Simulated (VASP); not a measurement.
# NaTaO2 (I4/mmm) in VASP: further runs, part 2 of 2

VASP 6.6.1.

### Step 5. Relaxation of cell and atoms, PBE, collinear spin

Input file INCAR:

```
SYSTEM = NaTaO2
PREC = Accurate ; ENCUT = 600
EDIFF = 1E-6 ; ISMEAR = 0
SIGMA = 0.1 ; LREAL = .False.
LASPH = .True. ; NELM = 150
ALGO = Normal ; ISIF = 3
LWAVE = .False. ; LCHARG = .False.
ISPIN = 2 ; MAGMOM = 0 1 0 0
LORBIT = 11 ; LMAXMIX = 4
GGA = PE ; IBRION = 2
NSW = 90 ; EDIFFG = -0.04
```

Input file KPOINTS:

```
Automatic mesh
0
Gamma
  6 6 6
  0 0 0
```

Input file POSCAR:

```
NaTaO2
1.0
   -2.4278855400      2.4278855400      2.4500159700
    2.4278855400     -2.4278855400      2.4500159700
    2.4278855400      2.4278855400     -2.4500159700
Na Ta O
1 1 2
Direct
    0.0000000000      0.0000000000      0.0000000000
    0.5000000000      0.5000000000      0.0000000000
    0.5000000000      0.0000000000      0.5000000000
    0.0000000000      0.5000000000      0.5000000000
```

Potentials or basis: VASP PAW PBE potentials, release 64 (Na_pv, Ta_pv, O).

Run with:

```console
> cat potpaw_PBE.64/Na_pv/POTCAR potpaw_PBE.64/Ta_pv/POTCAR potpaw_PBE.64/O/POTCAR > POTCAR
> mpirun -np 1 vasp_std > vasp.out
```

OUTCAR:

```text
SYSTEM = NaTaO2
   PREC = Accurate
   ENCUT = 600
   EDIFF = 1E-6
   ISMEAR = 0
   LREAL = .False.
   LASPH = .True.
   NELM = 150
   ISIF = 3
   ISPIN = 2
   LORBIT = 11
   GGA = PE
   IBRION = 2
   NSW = 90
   EDIFFG = -0.04

 ion  position               nearest neighbor table
   1  0.000  0.000  0.000-   2 2.45   2 2.45
   2  0.500  0.500  0.000-   3 2.43   4 2.43   3 2.43   4 2.43   1 2.45   1 2.45
   3  0.500  0.000  0.500-   2 2.43   2 2.43
   4  0.000  0.500  0.500-   2 2.43   2 2.43

  LATTYP: Found a body centered tetragonal cell.
 ALAT       =     4.8557710800
 C/A-ratio  =     1.0091151043

  Lattice vectors:

 A1 = (  -2.4278855400,   2.4278855400,   2.4500159700)
 A2 = (   2.4278855400,  -2.4278855400,   2.4500159700)
 A3 = (   2.4278855400,   2.4278855400,  -2.4500159700)

[... 1585 lines left out ...]
  ext. energy  EPLUGINS =         0.00000000
  ---------------------------------------------------
  free energy    TOTEN  =       -28.59275452 eV

  energy without entropy =      -28.58424091  energy(sigma->0) =      -28.58849772

 E-fermi :   3.5677     XC(G=0): -10.1379

 val. band max:        3.5458837553   @ k =  -0.1667   0.5000   0.1667
 cond. band min:       3.5940221726   @ k =  -0.1667  -0.3333   0.1667
 fundamental gap:      0.0481384173
 Fermi energy:         3.5677198006

 spin component 1

 k-point     1 :       0.0000    0.0000    0.0000
  band No.  band energies     occupation
      1     -32.7804      1.00000
      2     -32.7804      1.00000
      3     -32.3236      1.00000
      4     -19.4450      1.00000
      5     -19.4450      1.00000
      6     -19.3656      1.00000
[... 1130 lines left out ...]
  FREE ENERGIE OF THE ION-ELECTRON SYSTEM (eV)
  ---------------------------------------------------
  free  energy   TOTEN  =       -28.5927545214 eV

  energy  without entropy=      -28.5842409108  energy(sigma->0) =      -28.58849772

 reached required accuracy - stopping structural energy minimisation

 total charge

# of ion       s       p       d       tot
------------------------------------------
    1        0.104   6.069   0.000   6.173
    2        0.377   6.160   2.075   8.611
    3        1.575   3.491   0.000   5.066
    4        1.575   3.491   0.000   5.066
--------------------------------------------------
tot          3.631  19.211   2.075  24.916

 magnetization (x)

# of ion       s       p       d       tot
------------------------------------------
    1        0.000   0.000   0.000   0.000
    2        0.015   0.001   0.119   0.135
    3       -0.000  -0.003   0.000  -0.004
    4       -0.000  -0.003   0.000  -0.004
--------------------------------------------------
tot          0.015  -0.006   0.119   0.128
```

CONTCAR:

```text
NaTaO2
   1.00000000000000
    -2.0666413554542333    2.0666413554542333    3.3737794998904564
     2.0666413554542333   -2.0666413554542333    3.3737794998904564
     2.0666413554542333    2.0666413554542333   -3.3737794998904564
  Na              Ta              O
     1     1     2
Direct
     0.0000000000000000    0.0000000000000000    0.0000000000000000
     0.5000000000000000    0.5000000000000000    0.0000000000000000
     0.5000000000000000    0.0000000000000000    0.5000000000000000
     0.0000000000000000    0.5000000000000000    0.5000000000000000

  0.00000000E+00  0.00000000E+00  0.00000000E+00
  0.00000000E+00  0.00000000E+00  0.00000000E+00
  0.00000000E+00  0.00000000E+00  0.00000000E+00
  0.00000000E+00  0.00000000E+00  0.00000000E+00
```

Run time: 6.3 min. Hardware: 1 thread of Intel Xeon 6975P-C (Granite Rapids), shared host; peak memory 0.3 GiB.

Results:

```
Free energy                                           : -28.5928 eV
Relaxed volume                                        : 14.41 Å³/atom
Relaxed cell                                          : a = 4.464 Å, b = 4.464 Å, c = 4.464 Å, α = 124.84°, β = 124.84°, γ = 81.80°
Space group after relaxing (to 0.1 Å)                 : I4/mmm (No. 139)
Energy gained by relaxing                             : 1575.9 meV/atom
Ionic steps                                           : 8
Pressure after relaxing                               : -0.1 GPa
Net moment                                            : 0.20 μB per cell
Site moments                                          : Na +0.00; Ta +0.14; O -0.00 μB
Valence electrons inside the program's atomic spheres : Na 6.17; Ta 8.61; O 5.07
```

The path:
```tsv
step	energy change (eV)	largest force (eV/Å)	pressure (GPa)	volume (Å³)
1	0.0000	0.0000	-11.35	57.77
2	-5.1880	0.0000	42.51	46.45
3	-5.7537	0.0000	15.15	48.93
4	-5.7483	0.0000	17.52	48.67
5	-6.2224	0.0000	-4.44	57.50
6	-6.2236	0.0000	-3.75	57.11
7	-6.2797	0.0000	2.12	57.88
8	-6.3036	0.0000	-0.10	57.64
```

Final structure:
```xyz
4
Lattice="-2.0666 2.0666 3.3738 2.0666 -2.0666 3.3738 2.0666 2.0666 -3.3738" Properties=species:S:1:pos:R:3 pbc="T T T"
Na    0.0000    0.0000    0.0000
Ta    0.0000    0.0000    3.3738
O     0.0000    2.0666    0.0000
O     2.0666    0.0000    0.0000
```

Caveat: a moment this small can come from the mesh or the smearing; spin-orbit coupling is left out, which moves the levels of the heavy elements.

### Step 6. The runs side by side

```csv
task,spin,cell,k mesh,cutoff (eV),gap on the mesh (eV),pressure (GPa),moment (μB)
single point,collinear,"a = 4.218 Å, angles 109.7, 109.7, 109.0°, 4 atoms",6 × 6 × 6,520,none,-11.3,1.94
single point,collinear,"a = 4.790 Å, angles 128.9, 128.9, 75.1°, 4 atoms",6 × 6 × 6,520,none,0.5,0.17
single point,off,"a = 4.832 Å, angles 129.4, 129.4, 74.3°, 4 atoms",16 × 16 × 16,520,none,0.5,-
relaxation of cell and atoms,collinear,"relaxed from a = 4.218 Å, angles 109.7, 109.7, 109.0°, 4 atoms",6 × 6 × 6,600,none,-0.1,0.20
```

Alike in all rows: level PBE; potentials or basis VASP PAW PBE potentials, release 64 (Na_pv, Ta_pv, O); smearing gaussian 0.1 eV.

Caveats: spin-orbit coupling is left out, which moves the levels of the heavy elements; a moment this small can come from the mesh or the smearing (at least some runs); the stress differs along the axes, from -45 to 56 GPa (at least some runs).

Absolute energies hang on the potentials; compare differences alone.

The gap in the log of VASP goes by the Fermi energy; the results here count the filled bands.